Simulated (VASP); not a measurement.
Write the native input for VASP 6.6.1 that does the following.

```yaml
Task: single point
Functional: PBE
Potentials_or_basis: VASP PAW PBE potentials, release 64 (Pt, C)
Cutoff: 600 eV
k_mesh: 6 × 6 × 6
Occupations: gaussian, width 0.1 eV
Spin: no spin polarisation
Dipole_correction: no
Further_INCAR_settings: ALGO = Normal; EDIFF = 1e-06; NBANDS = 19
```

The structure of Pt2C lies in POSCAR:

```
Pt2C
1.0
    0.0000000000      2.7154919559      2.7154919559
    2.7154919559      0.0000000000      2.7154919559
    2.7154919559      2.7154919559      0.0000000000
Pt C
2 1
Direct
    0.2500000000      0.2500000000      0.2500000000
    0.7500000000      0.7500000000      0.7500000000
    0.0000000000      0.0000000000      0.0000000000
```

The input as run:

INCAR

```
ALGO = Normal
EDIFF = 1E-6
ENCUT = 600
GGA = PE
GGA_COMPAT = False
ISIF = 2
ISMEAR = 0
LASPH = True
LCHARG = False
LREAL = False
LWAVE = False
NBANDS = 19
NELM = 120
PREC = Accurate
SIGMA = 0.1
```

KPOINTS

```
k-points
0
Gamma
  6 6 6
```

Potentials or basis: VASP PAW PBE potentials, release 64 (Pt, C).

Run with:

```console
$ cat potpaw_PBE.64/Pt/POTCAR potpaw_PBE.64/C/POTCAR > POTCAR
$ mpirun -np 1 vasp_std > vasp.out
```

It gave:

| Item | Value |
| --- | --- |
| Pressure | -0.1 GPa |
| Band gap on the k mesh | zero (bands 12 and 13 overlap by 0.12 eV) |

Caveat: spin-orbit coupling is left out, which moves the levels of the heavy elements.

Run time: 9.5 s on 1 thread of AMD EPYC 9R45 (Zen 5), on a shared host, peak memory 0.14 GiB.
